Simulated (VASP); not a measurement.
Write the native input for VASP 6.6.1 that does the following.

```yaml
Task: single point
Functional: LDA
Potentials_or_basis: VASP PAW LDA potentials, release 64 (Sn_d, O)
Cutoff: 520 eV
k_mesh: 6 × 6 × 8
Occupations: gaussian, width 0.05 eV
Spin: no spin polarisation
Dipole_correction: no
Further_INCAR_settings: ALGO = Normal; EDIFF = 1e-07; NBANDS = 35
```

The structure of SnO2 lies in POSCAR:

```
SnO2
1.0
    4.7212714761      0.0000000000      0.0000000000
    0.0000000000      4.7242464798      0.0000000000
    0.0000000000      0.0000000000      3.0943188179
Sn O
2 4
Direct
    0.5000000000      0.5000000000      0.5000000000
    0.0000000000      0.0000000000      0.0000000000
    0.3055669685      0.3065721192      0.0000000000
    0.8055669685      0.1934278808      0.5000000000
    0.1944330315      0.8065721192      0.5000000000
    0.6944330315      0.6934278808      0.0000000000
```

This cell differs from its parent crystal: strain +0.000 along x and y, -0.030 along z.

One way to write it, as run:

INCAR

```
ALGO = Normal
EDIFF = 1E-7
ENCUT = 520
GGA = CA
ISIF = 2
ISMEAR = 0
LASPH = T
LCHARG = F
LREAL = F
LWAVE = F
NBANDS = 35
NELM = 100
PREC = Accurate
SIGMA = 0.05
```

KPOINTS

```
k-points
0
Gamma
  6 6 8
```

Potentials or basis: VASP PAW LDA potentials, release 64 (Sn_d, O).

The run is started by

```bash
$ cat potpaw_LDA.64/Sn_d/POTCAR potpaw_LDA.64/O/POTCAR > POTCAR
$ mpirun -np 1 vasp_std > vasp.out
```

It gave:

| Property | Result |
| --- | --- |
| Pressure | 9.8 GPa |
| Largest force | 0.314 eV/Å |
| Band gap on the k mesh | 1.66 eV |

Caveat: the cell differs from its parent crystal (strain +0.000 along x and y, -0.030 along z); the cell stands under pressure; spin-orbit coupling is left out, which moves the levels of the heavy elements.

Run time: 2.3 min on 1 thread of Intel Xeon 6455B, with other jobs on the host, peak memory 0.26 GiB.
